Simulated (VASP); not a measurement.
Wanted: the native input for a VASP 6.6.1 run.

```yaml
Task: single point
Functional: PBE
Potentials_or_basis: VASP PAW PBE potentials, release 64 (Si, C)
Cutoff: 520 eV
k_mesh: 12 × 12 × 2
Occupations: gaussian, width 0.05 eV
Spin: no spin polarisation
Dipole_correction: no
Further_INCAR_settings: ALGO = Normal; EDIFF = 1e-06; NBANDS = 36
```

The structure of SiC lies in POSCAR:

```
SiC
1.0
    3.0949375958      0.0000000000      0.0000000000
   -1.5474687979      2.6802945811      0.0000000000
    0.0000000000      0.0000000000     15.1863169775
Si C
6 6
Direct
    0.0000000000      0.0000000000      0.1250418274
    0.0000000000      0.0000000000      0.6250380904
    0.3333333333      0.6666666667      0.2918884748
    0.6666666667      0.3333333333      0.7917461130
    0.3333333333      0.6666666667      0.9583719294
    0.6666666667      0.3333333333      0.4582472204
    0.0000000000      0.0000000000      0.9967647584
    0.0000000000      0.0000000000      0.5026121274
    0.3333333333      0.6666666667      0.1695576612
    0.6666666667      0.3333333333      0.6641014118
    0.3333333333      0.6666666667      0.8361327995
    0.6666666667      0.3333333333      0.3304975861
```

This cell differs from its parent crystal: atoms displaced along a vibrational mode.

The input as run:

INCAR

```
PREC = Accurate ; ENCUT = 520
EDIFF = 1E-6 ; ISMEAR = 0
SIGMA = 0.05 ; LREAL = F
LASPH = T ; NELM = 80
ALGO = Normal ; ISIF = 2
LWAVE = F ; LCHARG = T
GGA = PE ; LELF = T
LVHAR = T ; NBANDS = 36
```

KPOINTS

```
Automatic mesh
0
Gamma
  12 12 2
```

Potentials or basis: VASP PAW PBE potentials, release 64 (Si, C).

The run is started by

```console
$ cat potpaw_PBE.64/Si/POTCAR potpaw_PBE.64/C/POTCAR > POTCAR
$ mpirun -np 1 vasp_std > vasp.out
```

It gave:

```json
{"Pressure": "0.3 GPa", "Largest force": "1.375 eV/Å", "Band gap on the k mesh": "2.00 eV (least direct gap 3.10 eV)"}
```

Caveat: the cell differs from its parent crystal (atoms displaced along a vibrational mode); forces of over 1 eV/Å act on the atoms, so gaps and moduli don't describe the material at rest.

Run time: 2.4 min on 1 thread of Intel(R) Xeon(R) Platinum 8259CL CPU @ 2.50GHz (Skylake/Cascade Lake), on a shared host, peak memory 0.31 GiB.
